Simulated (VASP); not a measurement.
A run of VASP 6.6.1:

File POSCAR:

```
Cu
1.0
    1.2184636900     -3.9763780100      0.0000000000
    1.2184636900      3.9763780100      0.0000000000
    0.0000000000      0.0000000000      2.4754955200
Cu
2
Direct
    0.1338666500      0.8661333500      0.2500000000
    0.8661333500      0.1338666500      0.7500000000
```

The input INCAR.step1:

```
SYSTEM = Cu
  PREC = Accurate
  ENCUT = 520
  ISMEAR = -1
  SIGMA = 0.2
  LREAL = .False.
  LASPH = .True.
  NELM = 80
  NBANDS = 18
  GGA = PE
  ALGO = Normal
  EDIFF = 1E-4
  LWAVE = .True.
  LCHARG = .False.
```

The input INCAR.step2:

```
SYSTEM = Cu
  PREC = Accurate
  ENCUT = 520
  EDIFF = 1E-6
  ISMEAR = -1
  SIGMA = 0.2
  LREAL = .False.
  LASPH = .True.
  NELM = 80
  ALGO = Normal
  ISIF = 2
  LWAVE = .False.
  LCHARG = .False.
  METAGGA = R2SCAN
  LMIXTAU = .True.
  NBANDS = 18
  ISTART = 1
```

KPOINTS

```
regular mesh
0
Gamma
  12 12 11
  0 0 0
```

Potentials or basis: VASP PAW PBE potentials, release 64 (Cu).

Command:

```bash
$ cat potpaw_PBE.64/Cu/POTCAR > POTCAR
$ cp INCAR.step1 INCAR
$ mpirun -np 1 vasp_std > vasp.out
$ cp INCAR.step2 INCAR
$ mpirun -np 1 vasp_std > vasp.out
```

Hardware: 1 thread of AMD EPYC 9R45 96-Core Processor (Zen 5), with other jobs on the host.

Question: Estimate the wall time of this run.

Answer: It took 4.2 min on 1 thread of AMD EPYC 9R45 96-Core Processor (Zen 5), with other jobs on the host, peak memory 0.19 GiB. Counts: k points 258.
